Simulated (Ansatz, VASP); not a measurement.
Cs: VASP beside Ansatz

Contents of INCAR:

```
ALGO = Normal
EDIFF = 1E-6
ENCUT = 520
GGA = RE
ISIF = 2
ISMEAR = -1
LASPH = True
LCHARG = True
LELF = True
LREAL = False
LVHAR = True
LWAVE = False
NBANDS = 10
NELM = 100
PREC = Accurate
SIGMA = 0.1
```

The input KPOINTS:

```
k-points
0
Gamma
  12 12 12
```

POSCAR

```
Cs
1.0
   -3.2233862212      3.2233862212      3.2233862212
    3.2233862212     -3.2233862212      3.2233862212
    3.2233862212      3.2233862212     -3.2233862212
Cs
1
Direct
    0.0000000000      0.0000000000      0.0000000000
```

Input for Ansatz:

```yaml
crystal:
  lattice:
    - [-3.2233862204, 3.2233862204, 3.2233862204]
    - [3.2233862204, -3.2233862204, 3.2233862204]
    - [3.2233862204, 3.2233862204, -3.2233862204]
  atoms:
    - { symbol: Cs, position: [0.0, 0.0, 0.0] }
hamiltonian:
  xc: revpbe
  pseudopotentials:
    kind: paw
    azcp:
      Cs: "pseudopotentials/Cs.paw.azcp"
basis:
  ecutwfc: 420
  fft_grid_basis: typed
kpoints:
  mp_grid: { grid: [12, 12, 12], shift: [0, 0, 0] }
magnetization:
  spin_polarized: false
scf:
  occupations: { method: fermi_dirac, width: 0.1 }
output:
  stress: true
```

Alike in both runs: task single point; functional revPBE; k mesh 12 × 12 × 12; occupations fermi-dirac, width 0.1 eV; no spin polarisation.

|  | VASP | Ansatz |
| --- | --- | --- |
| version | VASP 6.6.1 | Ansatz 0.2.0 |
| potentials or method | VASP PAW PBE potentials, release 64 (Cs_sv), cutoff 520 eV | plane waves (420 eV) with PAW, scalar-relativistic |
| valence electrons in the cell | 9 | 9 |

|  | VASP | Ansatz | Ansatz less VASP |
| --- | --- | --- | --- |
| pressure (GPa) | -0.1 | -0.1 | 0.00 |

VASP's potentials were made for PBE, not for revPBE.

Neither program's run includes spin-orbit coupling.
